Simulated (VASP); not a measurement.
A run of VASP 6.6.1:

File INCAR:

```
ALGO = Normal
EDIFF = 1E-6
ENCUT = 600
GGA = PE
GGA_COMPAT = False
ISIF = 2
ISMEAR = 0
LASPH = True
LCHARG = False
LREAL = False
LWAVE = False
NBANDS = 11
NELM = 120
PREC = Accurate
SIGMA = 0.1
```

The input KPOINTS:

```
k-points
0
Gamma
  6 6 6
```

File POSCAR:

```
MgS
1.0
    0.0000000000      2.8331200468      2.8331200468
    2.8331200468      0.0000000000      2.8331200468
    2.8331200468      2.8331200468      0.0000000000
Mg S
1 1
Direct
    0.0000000000      0.0000000000      0.0000000000
    0.7500000000      0.7500000000      0.7500000000
```

Potentials or basis: VASP PAW PBE potentials, release 64 (Mg, S).

Run with:

```sh
$ cat potpaw_PBE.64/Mg/POTCAR potpaw_PBE.64/S/POTCAR > POTCAR
$ mpirun -np 1 vasp_std > vasp.out
```

Hardware: 1 thread of Intel(R) Xeon(R) 6975P-C (Granite Rapids) (shared host).

Task: Estimate the wall time of this run.

Result: Wall time 5.7 s on 1 thread of Intel(R) Xeon(R) 6975P-C (Granite Rapids) (shared host), peak memory 0.17 GiB. Counts: scf iterations 13, k points 16.
